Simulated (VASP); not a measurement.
Input of a VASP 6.6.1 run:

Contents of INCAR:

```
  ALGO = Normal
  EDIFF = 1E-7
  ENCUT = 520
  GGA = PS
  ISIF = 2
  ISMEAR = 0
  LASPH = True
  LCHARG = True
  LELF = True
  LREAL = False
  LVHAR = True
  LWAVE = False
  NBANDS = 25
  NELM = 100
  PREC = Accurate
  SIGMA = 0.1
```

Contents of KPOINTS:

```
k-points
0
Gamma
  16 16 16
```

File POSCAR:

```
SiNi3
1.0
    3.5131644348      0.0000000000      0.0000000000
    0.0000000000      3.5131644348      0.0000000000
    0.0000000000      0.0000000000      3.4300945369
Si Ni
1 3
Direct
    0.0000000000      0.0000000000      0.0000000000
    0.0000000000      0.5000000000      0.5000000000
    0.5000000000      0.0000000000      0.5000000000
    0.5000000000      0.5000000000      0.0000000000
```

Potentials or basis: VASP PAW PBE potentials, release 64 (Si, Ni).

The run is started by

```bash
$ cat potpaw_PBE.64/Si/POTCAR potpaw_PBE.64/Ni/POTCAR > POTCAR
$ mpirun -np 1 vasp_std > vasp.out
```

Question: What does it give for the pressure?

Answer: -4.6 GPa.

Question: Predict the band gap on the k mesh.

Answer: Zero (band 17 reaches 10.84 eV, above the bottom of band 18 at 10.55 eV).

Stress tensor (GPa, compression positive):
```
-5.79  0.00  0.00
 0.00 -5.79  0.00
 0.00  0.00 -2.16
```

Caveat: the cell differs from its parent crystal (biaxial strain in the a-b plane: +1.5 %); the PAW data sets were made with another functional, which shifts forces and pressure a little. Spin polarisation is off, so any magnetic state and its effect on volume and gap are missing.
